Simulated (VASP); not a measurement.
Se:

```
Se
1.0
     4.97645    0.00000    0.00000
    -2.48822    4.30973    0.00000
     0.00000    0.00000    3.05056
Se
3
Direct
  0.00000 0.00000 0.00000
  0.33333 0.66667 0.50000
  0.66667 0.33333 0.50000
```

This isn't the form of Se at room conditions, which is trigonal, of chains.

```yaml
Program: VASP 6.6.1
Task: relaxation of cell and atoms
Functional: r2SCAN
Potentials_or_basis: VASP PAW PBE potentials, release 64 (Se)
Cutoff: 600 eV
k_mesh: 7 × 7 × 10
Occupations: fermi-dirac, width 0.1 eV
Spin: no spin polarisation
```

At the start: pressure -3.6 GPa; volume 21.81 Å³/atom.

Where does the relaxation end?

Over 3 steps the energy falls by 13.8 meV/atom and the volume is 20.63 Å³/atom (-5.4 %); space group P6/mmm (No. 191, to 0.1 Å) before and after.

Step by step:
| step | energy change (eV) | largest force (eV/Å) | pressure (GPa) | volume (Å³) |
| --- | --- | --- | --- | --- |
| 1 | 0.0000 | 0.0000 | -3.56 | 65.43 |
| 2 | -0.0380 | 0.0000 | 1.17 | 60.94 |
| 3 | -0.0414 | 0.0000 | 0.01 | 61.89 |

Final structure:
```
Se
1.0
     4.88447    0.00000    0.00000
    -2.44223    4.23007    0.00000
     0.00000    0.00000    2.99531
Se
3
Cartesian
  0.0000 0.0000 2.9953
  0.0000 2.8200 1.4977
  2.4422 1.4100 1.4977
```

Caveat: the PAW data sets were made with another functional, which shifts forces and pressure a little.
